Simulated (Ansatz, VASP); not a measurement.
Two plane-wave programs on Ru

The input INCAR:

```
PREC = Accurate ; ENCUT = 500
EDIFF = 1E-6 ; ISMEAR = 1
SIGMA = 0.15 ; LREAL = F
LASPH = T ; NELM = 120
ALGO = Normal ; ISIF = 2
LWAVE = F ; LCHARG = T
GGA = PE ; LELF = T
LVHAR = T ; NBANDS = 13
GGA_COMPAT = F
```

File KPOINTS:

```
regular mesh
0
Gamma
  10 10 10
```

POSCAR

```
Ru
1.0
    0.0000000000      1.9150000000      1.9150000000
    1.9150000000      0.0000000000      1.9150000000
    1.9150000000      1.9150000000      0.0000000000
Ru
1
Direct
    0.0000000000      0.0000000000      0.0000000000
```

Input for Ansatz:

```yaml
crystal:
  lattice:
    bravais: fcc
    a: 3.83
  space_group: 225
  atoms:
    - { symbol: Ru, position: [0.0, 0.0, 0.0] }
  reduce_to_primitive: true
basis:
  ecutwfc: 421.77648681281397
kpoints:
  mp_grid:
    grid: [10, 10, 10]
hamiltonian:
  xc: pbe
scf:
  occupations:
    method: cold
    width: 0.15
output:
  stress: true
```

Alike in both runs: task single point; functional PBE; k mesh 10 × 10 × 10; no spin polarisation.

|  | VASP | Ansatz |
| --- | --- | --- |
| version | VASP 6.6.1 | Ansatz 0.2.0 |
| potentials or method | VASP PAW PBE potentials, release 64 (Ru_pv), cutoff 500 eV | plane waves, PAW |
| occupations | methfessel-paxton of order 1, width 0.15 eV | cold, width 0.15 eV |
| valence electrons in the cell | 14 | 16 |

```tsv
	VASP	Ansatz	Ansatz less VASP
pressure (GPa)	-4.0	-4.0	+0.07
```

VASP's potentials hold 14 valence electrons a cell and Ansatz's 16, so a difference there can come from the potentials and not from the codes.
